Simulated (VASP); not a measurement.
A run of VASP 6.6.1 is set up as follows.

Contents of INCAR:

```
SYSTEM = Ba
PREC = Accurate
ENCUT = 520
EDIFF = 1E-6
ISMEAR = 0
SIGMA = 0.15
LREAL = .FALSE.
LASPH = .TRUE.
NELM = 100
ALGO = Normal
ISIF = 2
LWAVE = .FALSE.
LCHARG = .TRUE.
GGA = PE
LELF = .TRUE.
LVHAR = .TRUE.
NBANDS = 17
```

The input KPOINTS:

```
regular mesh
0
G
  9 9 12
  0 0 0
```

POSCAR

```
Ba
1.0
    7.5557524394      0.0000000000      0.0000000000
   -3.7778762197      6.5434735572      0.0000000000
    0.0000000000      0.0000000000      4.2221450340
Ba
2
Direct
    0.3333333333      0.6666666667      0.5000000000
    0.6666666667      0.3333333333      0.5000000000
```

Potentials or basis: VASP PAW PBE potentials, release 64 (Ba_sv).

The run is started by

```bash
$ cat potpaw_PBE.64/Ba_sv/POTCAR > POTCAR
$ mpirun -np 1 vasp_std > vasp.out
```

Task: Predict the band gap on the k mesh.

Result: Zero (band 10 reaches 0.62 eV, above the bottom of band 11 at -0.11 eV).

Task: Estimate the pressure.

Result: -0.3 GPa.

Stress tensor (GPa, compression positive):
```
-0.15  0.00  0.00
 0.00 -0.15  0.00
 0.00  0.00 -0.57
```

Caveat: the cell differs from its parent crystal (strain +0.080 along x and y, +0.080 along z); spin-orbit coupling is left out, which moves the levels of the heavy elements.
